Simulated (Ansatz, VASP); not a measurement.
GaAs: VASP beside Ansatz

```
As Ga
1.0
     0.00000    2.78864    2.78864
     2.78864    0.00000    2.78864
     2.78864    2.78864    0.00000
As Ga
1 1
Direct
  0.75000 0.75000 0.75000
  0.00000 0.00000 0.00000
```

Change from the starting cell: volume scaled by 0.96.

Alike in both runs: task single point; functional pbe exchange, lyp correlation; k mesh 8 × 8 × 8; no spin polarisation.

|  | VASP | Ansatz |
| --- | --- | --- |
| version | VASP 6.6.1 | Ansatz 0.2.0 |
| potentials or method | VASP PAW PBE potentials, release 64 (As, Ga_d), cutoff 500 eV | all-electron LAPW, scalar-relativistic |
| occupations | methfessel-paxton of order 1, width 0.1 eV | cold, width 0.1 eV |

|  | VASP | Ansatz | Ansatz less VASP |
| --- | --- | --- | --- |
| gap on the k mesh at the Fermi level (eV) | 0.69 | 0.69 | -0.003 |
| least direct gap on the mesh (eV) | 0.69 | 0.69 | -0.003 |
| pressure (GPa) | 11.0 | 10.7 | -0.35 |

VASP's potentials were made for PBE, not for pbe exchange, lyp correlation. Ansatz ran all-electron here, and VASP with PAW potentials.
